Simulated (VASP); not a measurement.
**C: relaxation of cell and atoms with PBEsol**

The system is C.

```
C
1.0
     0.00000    1.48125    1.48125
     1.48125    0.00000    1.48125
     1.48125    1.48125    0.00000
C
1
Direct
  0.00000 0.00000 0.00000
```

| Quantity | Value |
| --- | --- |
| Program | VASP 6.6.1 |
| Task | relaxation of cell and atoms |
| Functional | PBEsol |
| Potentials or basis | VASP PAW PBE potentials, release 64 (C) |
| Cutoff | 600 eV |
| k mesh | 24 × 24 × 24 |
| Occupations | fermi-dirac, width 0.08 eV |
| Spin | no spin polarisation |
| Dipole correction | no |
| Further INCAR settings | ALGO = Normal; EDIFF = 1e-06; IBRION = 2; EDIFFG = -0.005; NSW = 60; ISIF = 3 |

The relaxed volume is 7.01 Å³/atom. The relaxed cell is a = 2.148 Å, b = 2.148 Å, c = 2.148 Å, α = 60.00°, β = 60.00°, γ = 60.00°, the space group after relaxing (to 0.1 Å) is Fm-3m (No. 225) and the energy gained by relaxing is 21.9 meV/atom. The ionic steps are 3. The pressure after relaxing is 0.0 GPa. The band gap on the k mesh is zero (bands 2 and 3 overlap by 12.10 eV).

The path:
```
step  energy change (eV)  largest force (eV/Å)  pressure (GPa)  volume (Å³)
   1              0.0000                0.0000           14.44         6.50
   2             -0.0217                0.0000           -1.30         7.07
   3             -0.0219                0.0000            0.03         7.01
```

Final structure:
```
C
1.0
     0.00000    1.51909    1.51909
     1.51909    0.00000    1.51909
     1.51909    1.51909    0.00000
C
1
Direct
  0.00000 0.00000 0.00000
```

Levels at points of the mesh, in eV from the Fermi level:
```tsv
k point	band 1	band 2	band 3	band 4	band 5
(0.00, 0.00, 0.00)	-19.36	8.33	8.33	8.33	30.45
(0.50, 0.00, 0.00)	-9.55	-9.14	6.52	6.52	25.32
(0.50, 0.50, 0.00)	-7.15	-5.43	2.29	2.29	14.89
```

Run time: 14 s on 1 thread of Intel(R) Xeon(R) 6975P-C (Granite Rapids), with other jobs on the host, peak memory 0.13 GiB.

Caveat: the PAW data sets were made with another functional, which shifts forces and pressure a little.
